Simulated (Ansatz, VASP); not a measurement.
Cu: VASP beside Ansatz

```xyz
1
Lattice="0.0000 1.7909 1.7909 1.7909 0.0000 1.7909 1.7909 1.7909 0.0000" Properties=species:S:1:pos:R:3 pbc="T T T"
Cu    0.0000    0.0000    0.0000
```

Alike in both runs: task single point; functional LDA; k mesh 12 × 12 × 12; occupations fermi-dirac, width 0.06 eV; no spin polarisation.

|  | VASP | Ansatz |
| --- | --- | --- |
| version | VASP 6.6.1 | Ansatz 0.2 development build |
| potentials or method | VASP PAW LDA potentials, release 64 (Cu), cutoff 520 eV | all-electron full-potential LAPW, scalar-relativistic |

```csv
,VASP,Ansatz,Ansatz less VASP
pressure (GPa),-8.1,-9.0,-0.87
```

LDA's correlation is that of Perdew and Zunger in VASP and of Perdew and Wang (1992) in Ansatz. Ansatz ran all-electron here, and VASP with PAW potentials.
